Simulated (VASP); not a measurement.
Crystal: PbS.

```
Pb S
1.0
     3.65366    0.00000    0.00000
     0.00000    3.65366    0.00000
     0.00000    0.00000    3.65366
Pb S
1 1
Direct
  0.00000 0.00000 0.00000
  0.50000 0.50000 0.50000
```

- Program: VASP 6.6.1
- Task: relaxation of cell and atoms
- Functional: PBE
- Dispersion: D3(BJ)
- Potentials or basis: VASP PAW PBE potentials, release 64 (Pb_d, S)
- Cutoff: 600 eV
- k mesh: 7 × 7 × 7
- Occupations: fermi-dirac, width 0.05 eV
- Spin: no spin polarisation

At the start: pressure -2.4 GPa; volume 24.39 Å³/atom.

Problem. How do energy, volume and symmetry change on relaxing?

Solution. Over 3 steps the energy falls by 8.8 meV/atom and the volume is 23.25 Å³/atom (-4.6 %); space group Pm-3m (No. 221, to 0.05 Å).

The path:
```
step  energy change (eV)  largest force (eV/Å)  pressure (GPa)  volume (Å³)
   1              0.0000                0.0000           -2.40        48.77
   2             -0.0174                0.0000            0.34        46.24
   3             -0.0177                0.0000            0.01        46.51
```

Final structure:
```yaml
crystal:
  lattice:
    - [3.59624, 0.00000, 0.00000]
    - [0.00000, 3.59624, 0.00000]
    - [0.00000, 0.00000, 3.59624]
  atoms:
    - { symbol: Pb, position: [0.00000, 0.00000, 0.00000] }
    - { symbol: S, position: [0.50000, 0.50000, 0.50000] }
```

Caveat: pairwise dispersion overbinds metals, which lowers pressure and volume.
